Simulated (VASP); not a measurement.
Crystal: Be3CdSe4.

```
Be Cd Se
1.0
     5.54660    0.09721    0.01971
     0.09721    5.57020    0.05134
    -2.80252   -2.78320    5.38569
Be Cd Se
3 1 4
Direct
  0.49848 0.51045 0.00148
  0.25559 0.73598 0.50195
  0.74574 0.23703 0.49391
  0.00476 0.99655 0.00231
  0.86761 0.43407 0.27916
  0.39980 0.86781 0.27001
  0.14293 0.13461 0.72974
  0.58509 0.58350 0.72145
```

* Program: VASP 6.6.1
* Task: relaxation of cell and atoms
* Functional: PBE
* Potentials or basis: VASP PAW PBE potentials, release 64 (Be, Cd, Se)
* Cutoff: 600 eV
* k mesh: 4 × 4 × 4
* Occupations: gaussian, width 0.1 eV
* Spin: no spin polarisation

At the start: pressure -2.1 GPa; volume 20.93 Å³/atom.

Where does the relaxation end?

Over 12 steps the energy falls by 34.7 meV/atom and the volume is 20.02 Å³/atom (-4.3 %); space group I-42m (No. 121, to 0.05 Å).

The path:
| step | energy change (eV) | largest force (eV/Å) | pressure (GPa) | volume (Å³) |
| --- | --- | --- | --- | --- |
| 1 | 0.0000 | 1.3126 | -2.12 | 167.42 |
| 2 | -0.2251 | 0.4991 | -0.10 | 160.76 |
| 3 | -0.2281 | 0.4705 | 0.25 | 159.89 |
| 4 | -0.2609 | 0.2260 | 0.15 | 159.93 |
| 5 | -0.2705 | 0.1290 | 0.10 | 159.95 |
| 6 | -0.2739 | 0.0726 | -0.04 | 160.28 |
| 7 | -0.2748 | 0.0658 | -0.16 | 160.59 |
| 8 | -0.2764 | 0.0478 | 0.05 | 160.11 |
| 9 | -0.2765 | 0.0491 | 0.11 | 159.98 |
| 10 | -0.2773 | 0.0308 | -0.01 | 160.24 |
| 11 | -0.2775 | 0.0294 | -0.10 | 160.46 |
| 12 | -0.2778 | 0.0221 | 0.01 | 160.18 |

Final structure:
```cif
data_structure
_symmetry_space_group_name_H-M 'P 1'
_symmetry_Int_Tables_number 1
_cell_length_a 5.4610
_cell_length_b 5.4610
_cell_length_c 6.6142
_cell_angle_alpha 114.346
_cell_angle_beta 114.404
_cell_angle_gamma 89.986
_cell_volume 160.18
loop_
_atom_site_label
_atom_site_type_symbol
_atom_site_fract_x
_atom_site_fract_y
_atom_site_fract_z
_atom_site_occupancy
Be1 Be 0.50015 0.49941 0.99993 1
Be2 Be 0.25082 0.74983 0.49957 1
Be3 Be 0.75011 0.24978 0.50039 1
Cd1 Cd 0.99893 0.00121 0.00001 1
Se1 Se 0.85809 0.41683 0.27475 1
Se2 Se 0.41547 0.85785 0.27336 1
Se3 Se 0.14242 0.14150 0.72571 1
Se4 Se 0.58401 0.58359 0.72627 1
```
